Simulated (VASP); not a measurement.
# C25O in VASP: notebook

The runs below take C25O through single point, with PBE.

All numbers are computed with VASP 6.6.1; they aren't measurements. Logs are shortened: lines on timing, memory, paths and dates and some standing lists are left out, and cuts for length are marked.

**1. The cell of the first run**

The cell holds a slab with vacuum, 26 atoms: a = 5.051 Å, b = 5.051 Å, c = 24.368 Å, α = 90.00°, β = 90.00°, γ = 120.00°.

**2. Single point, PBE**

INCAR reads:

```
  PREC = Accurate
  ENCUT = 520
  EDIFF = 1E-6
  ISMEAR = 0
  SIGMA = 0.05
  LREAL = Auto
  LASPH = T
  NELM = 60
  ALGO = Normal
  ISIF = 2
  LWAVE = F
  LCHARG = F
  LDIPOL = T
  IDIPOL = 3
  DIPOL = 0.5 0.5 0.302
  GGA = PE
  NBANDS = 72
```

KPOINTS reads:

```
Automatic mesh
0
Gamma
  6 6 1
```

POSCAR reads:

```
C25O
1.0
    5.0509324483      0.0000000000      0.0000000000
   -2.5254662241      4.3742358130      0.0000000000
    0.0000000000      0.0000000000     24.3675695640
C O
25 1
Direct
    0.1666666667      0.3333333333      0.1641526041
    0.1666666667      0.8333333333      0.1641526041
    0.6666666667      0.3333333333      0.1641526041
    0.6666666667      0.8333333333      0.1641526041
    0.0000000000      0.0000000000      0.1853081253
    0.0000000000      0.5000000000      0.1853081253
    0.5000000000      0.0000000000      0.1853081253
    0.5000000000      0.5000000000      0.1853081253
    0.0000000000      0.0000000000      0.2487746889
    0.0000000000      0.5000000000      0.2487746889
    0.5000000000      0.0000000000      0.2487746889
    0.5000000000      0.5000000000      0.2487746889
    0.3333333333      0.1666666667      0.2625971826
    0.3333333333      0.6666666667      0.2625971826
    0.8333333333      0.1666666667      0.2625971826
    0.8333333333      0.6666666667      0.2625971826
    0.3333333333      0.1666666667      0.4254554106
    0.3333333333      0.6666666667      0.4254554106
    0.8333333333      0.1666666667      0.4254554106
    0.8333333333      0.6666666667      0.4254554106
    0.1666666667      0.3333333333      0.4254658856
    0.1666666667      0.8333333333      0.4254658856
    0.6666666667      0.3333333333      0.4254658856
    0.6666666667      0.8333333333      0.4254658856
    0.6666666667      0.8333333333      0.4898957827
    0.7947432046      0.7052567954      0.5022166706
```

Potentials or basis: VASP PAW PBE potentials, release 64 (C, O).

The run is started by

```console
$ cat potpaw_PBE.64/C/POTCAR potpaw_PBE.64/O/POTCAR > POTCAR
$ mpirun -np 1 vasp_std > vasp.out
```

OUTCAR:

```text
PREC = Accurate
   ENCUT = 520
   EDIFF = 1E-6
   ISMEAR = 0
   LREAL = Auto
   LASPH = T
   NELM = 60
   ISIF = 2
   GGA = PE

 ion  position               nearest neighbor table
   1  0.167  0.333  0.164-   5 1.55   8 1.55   6 1.55
   2  0.167  0.833  0.164-   6 1.55   7 1.55   5 1.55
   3  0.667  0.333  0.164-   7 1.55   6 1.55   8 1.55
   4  0.667  0.833  0.164-   8 1.55   5 1.55   7 1.55
   5  0.000  0.000  0.185-   1 1.55   4 1.55   2 1.55   9 1.55
   6  0.000  0.500  0.185-   2 1.55   3 1.55   1 1.55  10 1.55
   7  0.500  0.000  0.185-   3 1.55   2 1.55   4 1.55  11 1.55
   8  0.500  0.500  0.185-   4 1.55   1 1.55   3 1.55  12 1.55
   9  0.000  0.000  0.249-  16 1.50  13 1.50  15 1.50   5 1.55
  10  0.000  0.500  0.249-  15 1.50  14 1.50  16 1.50   6 1.55
  11  0.500  0.000  0.249-  14 1.50  15 1.50  13 1.50   7 1.55
  12  0.500  0.500  0.249-  13 1.50  16 1.50  14 1.50   8 1.55
  13  0.333  0.167  0.263-  12 1.50   9 1.50  11 1.50
  14  0.333  0.667  0.263-  11 1.50  10 1.50  12 1.50
  15  0.833  0.167  0.263-  10 1.50  11 1.50   9 1.50
  16  0.833  0.667  0.263-   9 1.50  12 1.50  10 1.50
  17  0.333  0.167  0.425-  21 1.46  22 1.46  23 1.46
  18  0.333  0.667  0.425-  22 1.46  21 1.46  24 1.46
  19  0.833  0.167  0.425-  23 1.46  24 1.46  21 1.46
  20  0.833  0.667  0.425-  24 1.46  23 1.46  22 1.46  26 1.90
  21  0.167  0.333  0.425-  17 1.46  18 1.46  19 1.46
  22  0.167  0.833  0.425-  18 1.46  17 1.46  20 1.46
  23  0.667  0.333  0.425-  19 1.46  20 1.46  17 1.46
  24  0.667  0.833  0.425-  20 1.46  19 1.46  18 1.46  25 1.57
  25  0.667  0.833  0.490-  26 1.16  24 1.57
  26  0.795  0.705  0.502-  25 1.16  20 1.90

  LATTYP: Found a hexagonal cell.
 ALAT       =     5.0509324483
 C/A-ratio  =     4.8243705125

  Lattice vectors:

 A1 = (   5.0509324483,   0.0000000000,   0.0000000000)
 A2 = (  -2.5254662241,   4.3742358130,   0.0000000000)
 A3 = (   0.0000000000,   0.0000000000,  24.3675695640)

Analysis of symmetry for initial positions (statically):
=====================================================================
 Subroutine PRICEL returns:
 Original cell was already a primitive cell.

 Routine SETGRP: Setting up the symmetry group for a
 hexagonal supercell.

 Subroutine GETGRP returns: Found  2 space group operations
 (whereof  1 operations were pure point group operations)
 out of a pool of 24 trial point group operations.

The static configuration has the point symmetry C_1 .
 The point group associated with its full space group is C_1h.

Analysis of symmetry for dynamics (positions and initial velocities):
=====================================================================
 Subroutine PRICEL returns:
 Original cell was already a primitive cell.

 Routine SETGRP: Setting up the symmetry group for a
 hexagonal supercell.

 Subroutine GETGRP returns: Found  2 space group operations
 (whereof  1 operations were pure point group operations)
 out of a pool of 24 trial point group operations.

The dynamic configuration has the point symmetry C_1 .
 The point group associated with its full space group is C_1h.

 Subroutine INISYM returns: Found  2 space group operations
 (whereof  1 operations are pure point group operations),
 and found     1 'primitive' translations

----------------------------------------------------------------------------------------

                                     Primitive cell

  volume of cell :     538.3763

  direct lattice vectors                    reciprocal lattice vectors
     5.050932448  0.000000000  0.000000000     0.197983246  0.114305680  0.000000000
    -2.525466224  4.374235813  0.000000000     0.000000000  0.228611360  0.000000000
     0.000000000  0.000000000 24.367569564     0.000000000  0.000000000  0.041038151

  length of vectors
     5.050932448  5.050932448 24.367569564     0.228611360  0.228611360  0.041038151

  position of ions in fractional coordinates (direct lattice)
     0.166666667  0.333333333  0.164152604
     0.166666667  0.833333333  0.164152604
     0.666666667  0.333333333  0.164152604
     0.666666667  0.833333333  0.164152604
     0.000000000  0.000000000  0.185308125
     1.000000000  0.500000000  0.185308125
[... 18 lines left out ...]
     0.666666667  0.833333333  0.489895783
     0.794743205  0.705256795  0.502216671

  ion indices of the primitive-cell ions
   primitive index   ion index
                 1           1
                 2           2
                 3           3
                 4           4
                 5           5
                 6           6
[... 18 lines left out ...]
                25          25
                26          26

----------------------------------------------------------------------------------------

 KPOINTS: Automatic mesh

Automatic generation of k-mesh.
 Grid dimensions read from file:
 generate k-points for:    6    6    1

 Generating k-lattice:

  Cartesian coordinates                     Fractional coordinates (reciprocal lattice)
     0.032997208  0.019050947  0.000000000     0.166666667 -0.000000000  0.000000000
     0.000000000  0.038101893  0.000000000     0.000000000  0.166666667  0.000000000
     0.000000000  0.000000000  0.041038151     0.000000000  0.000000000  1.000000000

  Length of vectors
     0.038101893  0.038101893  0.041038151

  Shift w.r.t. Gamma in fractional coordinates (k-lattice)
     0.000000000  0.000000000  0.000000000

 Subroutine IBZKPT returns following result:
 ===========================================

 Found     13 irreducible k-points:

 Following reciprocal coordinates:
            Coordinates               Weight
  0.000000  0.000000  0.000000      1.000000
  0.166667  0.000000  0.000000      4.000000
 -0.166667  0.166667  0.000000      2.000000
  0.333333  0.000000  0.000000      4.000000
 -0.333333  0.333333  0.000000      2.000000
  0.500000 -0.000000  0.000000      2.000000
  0.500000  0.500000  0.000000      1.000000
  0.166667  0.166667  0.000000      2.000000
 -0.166667  0.333333  0.000000      4.000000
  0.333333  0.166667  0.000000      4.000000
 -0.166667  0.500000  0.000000      4.000000
  0.500000  0.333333  0.000000      4.000000
  0.333333  0.333333  0.000000      2.000000
   k-points           NKPTS =     13   k-points in BZ     NKDIM =     13   number of bands    NBANDS=     72
   number of dos      NEDOS =    301   number of ions     NIONS =     26
   total plane-waves  NPLWV = 307200
   dimension x,y,z NGX =    40 NGY =   40 NGZ =  192
   dimension x,y,z NGXF=    80 NGYF=   80 NGZF=  384
   ions per type =              25   1
   NGX,Y,Z   is equivalent  to a cutoff of  13.17, 13.17, 13.10 a.u.
   NGXF,Y,Z  is equivalent  to a cutoff of  26.33, 26.33, 26.20 a.u.
 SYSTEM =  unknown system
   PREC   = accura    normal or accurate (medium, high low for compatibility)
   ISTART =      0    job   : 0-new  1-cont  2-samecut
   ICHARG =      2    charge: 1-file 2-atom 10-const
   ISPIN  =      1    spin polarized calculation?
   LNONCOLLINEAR =      F non collinear calculations
   LSORBIT =      F    spin-orbit coupling
   LASPH  =      T    aspherical Exc in radial PAW
   ENCUT  =  520.0 eV  38.22 Ry    6.18 a.u.   9.39  9.39 45.31*2*pi/ulx,y,z
   NELM   =     60;   NELMIN=  2; NELMDL= -5     # of ELM steps
   EDIFF  = 0.1E-05   stopping-criterion for ELM
   LREAL  =      T    real-space projection
   EDIFFG = 0.1E-04   stopping-criterion for IOM
   NSW    =      0    number of steps for IOM
   IBRION =     -1    ionic relax: 0-MD 1-quasi-New 2-CG
   NFREE  =      0    steps in history (QN), initial steepest desc. (CG)
   ISIF   =      2    stress and relaxation
   ISYM   =      2    0-nonsym 1-usesym 2-fastsym
   POTIM  = 0.5000    time-step for ionic-motion
   TEBEG  =    0.0;   TEEND  =   0.0 temperature during run
   PSTRESS=    0.0 pullay stress
   NELECT =     106.0000    total number of electrons
   NUPDOWN=      -1.0000    fix difference up-down
   EMIN   =  10.00;   EMAX   =-10.00  energy-range for DOS
   EFERMI =   0.00;   METHOD = LEGACY
   ISMEAR =     0;   SIGMA  =   0.05  broadening in eV -4-tet -1-fermi 0-gaus
   EFERMI_NEDOS =   21; number of points for ismear=-14 and -15
   IALGO  =     38    algorithm
   IMIX   =      4    mixing-type and parameters
     AMIX     =   0.40;   BMIX     =  1.00
     AMIX_MAG =   1.60;   BMIX_MAG =  1.00
  volume/ion in A,a.u.               =      20.71       139.74
  Fermi-wavevector in a.u.,A,eV,Ry     =   0.952390  1.799756 12.341118  0.907047
  Thomas-Fermi vector in A             =   2.080948
   LORBIT       =      0    0 simple, 1 ext, 2 COOP (PROOUT), +10 PAW based schemes
   GGA     = PE    functional components
   LHFCALC =     F    Hartree Fock is set to
   AEXX    =    0.0000 exact exchange contribution
   IVDW    =     0    specifies the selected vdW correction
   LEPSILON=     F    determine dielectric tensor
   LRPA    =     F    only Hartree local field effects (RPA)
 non-spin polarized calculation
 Gauss-broadening in eV      SIGMA  =   0.05
  energy-cutoff  :      520.00
  volume of cell :      538.38
 maximum number of plane-waves:     14552
 NGX is ok and might be reduce to    40
   NGX = 19   NGY = 19   NGZ = 91

 dipolmoment           0.000000      0.000000      0.505114 electrons x Angstroem

 number of electron     106.0000002 magnetization

 dipolmoment           0.000000      0.000000     -0.030421 electrons x Angstroem

 Free energy of the ion-electron system (eV)
  ---------------------------------------------------
  ext. energy  EPLUGINS =         0.00000000
  ---------------------------------------------------
  free energy    TOTEN  =      -214.80741771 eV

  energy without entropy =     -214.80251331  energy(sigma->0) =     -214.80496551

 E-fermi :  -1.4028     XC(G=0):  -4.8056

 val. band max:       -1.4330556374   @ k =  -0.3333   0.3333   0.0000
 cond. band min:      -1.3853363288   @ k =   0.5000   0.5000   0.0000
 fundamental gap:      0.0477193086
 Fermi energy:        -1.4028160535

 k-point     1 :       0.0000    0.0000    0.0000
  band No.  band energies     occupation
      1     -25.7528      2.00000
      2     -22.4161      2.00000
      3     -21.0759      2.00000
      4     -18.5251      2.00000
      5     -17.3347      2.00000
      6     -17.3343      2.00000
[... 57 lines left out ...]
     64       4.1449      0.00000
     65       4.1455      0.00000

 k-point     2 :       0.1667    0.0000    0.0000
  band No.  band energies     occupation
      1     -25.7484      2.00000
      2     -22.2489      2.00000
      3     -20.9401      2.00000
      4     -18.4139      2.00000
      5     -18.3681      2.00000
      6     -17.6966      2.00000
[... 57 lines left out ...]
     64       4.2930      0.00000
     65       4.4362      0.00000

 k-point     3 :      -0.1667    0.1667    0.0000
  band No.  band energies     occupation
      1     -25.7478      2.00000
      2     -22.2489      2.00000
      3     -20.9444      2.00000
      4     -18.4139      2.00000
      5     -18.3681      2.00000
      6     -17.7435      2.00000
[... 669 lines left out ...]
     64       5.3479      0.00000
     65       5.4245      0.00000

 k-point    13 :       0.3333    0.3333    0.0000
  band No.  band energies     occupation
      1     -25.7323      2.00000
      2     -20.4373      2.00000
      3     -20.4359      2.00000
      4     -20.4355      2.00000
      5     -19.8873      2.00000
      6     -19.0460      2.00000
[... 57 lines left out ...]
     64       5.7046      0.00000
     65       5.9970      0.00000
 [bands above 65 left out]

------------------------ aborting loop because EDIFF is reached ----------------------------------------

 vacuum level on the upper side and lower side of the slab       (xc-potential included)        -0.254         0.006

  FORCE on cell =-STRESS in cart. coord.  units (eV):
  Direction    XX          YY          ZZ          XY          YZ          ZX
  --------------------------------------------------------------------------------------
  -------------------------------------------------------------------------------------
  Total      -14.6494787    -17.8972966     35.4195835     -2.8126928     -0.1124948      0.1948481
  in kB      -43.5960142    -53.2613353    105.4066632     -8.3704136     -0.3347781      0.5798568
  external PRESSURE =       2.8497712 kB  Pullay stress =       0.0000000 kB

 VOLUME and BASIS-vectors are now :
 -----------------------------------------------------------------------------
  energy-cutoff  :      520.00
  volume of cell :      538.38
      direct lattice vectors                 reciprocal lattice vectors
     5.050932448  0.000000000  0.000000000     0.197983246  0.114305680  0.000000000
    -2.525466224  4.374235813  0.000000000     0.000000000  0.228611360  0.000000000
     0.000000000  0.000000000 24.367569564     0.000000000  0.000000000  0.041038151

 POSITION                                       TOTAL-FORCE (eV/Angst)
 -----------------------------------------------------------------------------------
      0.00000      1.45808      4.00000        -0.007372      0.004256      3.568643
     -1.26273      3.64520      4.00000         0.001279     -0.004254      3.566874
      2.52547      1.45808      4.00000         0.004324      0.001019      3.566874
      1.26273      3.64520      4.00000        -0.001075      0.000621      3.582700
      0.00000      0.00000      4.51551         0.004585      0.007898     -7.744232
     -1.26273      2.18712      4.51551         0.005088     -0.002938     -7.752199
[... 18 lines left out ...]
      1.26273      3.64520     11.93757        -3.964428      2.288864      4.914729
      2.23309      3.08496     12.23780         3.419560     -1.974284      5.101117
 -----------------------------------------------------------------------------------
    total drift:                               -0.006488      0.003746      0.046528

  FREE ENERGIE OF THE ION-ELECTRON SYSTEM (eV)
  ---------------------------------------------------
  free  energy   TOTEN  =      -214.8074177131 eV

  energy  without entropy=     -214.8025133100  energy(sigma->0) =     -214.80496551

 vacuum level on the upper side and lower side of the slab         4.235         4.507
```

Wall time 47 min (1 thread of Intel Xeon 8259CL, shared host); peak memory 0.79 GiB.

Results:

* Free energy: -214.8074 eV
* Largest force: 7.756 eV/Å
* Band gap on the k mesh: zero (bands 53 and 54 overlap by 0.05 eV)

Forces in eV/Å, atoms in the order of the input:
```
C   -0.007  0.004  3.569
C    0.001 -0.004  3.567
C    0.004  0.001  3.567
C   -0.001  0.001  3.583
C    0.005  0.008 -7.744
C    0.005 -0.003 -7.752
C   -0.004  0.003 -7.756
C   -0.005 -0.008 -7.744
C    0.009  0.014  4.124
C    0.009 -0.005  4.144
C   -0.004  0.002  4.131
C   -0.008 -0.014  4.124
C   -0.003  0.002  0.039
C   -0.003 -0.003  0.053
C    0.001  0.005  0.053
C    0.004 -0.002  0.087
C    0.151 -0.087  0.045
C   -1.427 -1.209 -1.742
C    0.333  1.840 -1.742
C    2.888 -1.668 -2.928
C   -0.201  0.116 -0.060
C    0.169 -0.051 -0.707
C    0.129 -0.121 -0.707
C   -1.500  0.866 -2.217
C   -3.964  2.289  4.915
O    3.420 -1.974  5.101
```

Levels at points of the mesh, in eV from the Fermi level:
```csv
k point,band 50,band 51,band 52,band 53,band 54,band 55,band 56,band 57
"(0.00, 0.00, 0.00)",-1.37,-0.92,-0.92,-0.22,0.08,0.89,0.89,0.89
"(0.50, 0.00, 0.00)",-1.27,-0.22,-0.05,-0.04,0.10,0.10,0.71,1.31
"(0.50, 0.50, 0.00)",-1.27,-0.08,-0.04,0.02,0.10,0.11,0.69,1.14
```

(Part 1 of 2 ends here.)

The gap in the log of VASP goes by the Fermi energy; the results here count the filled bands.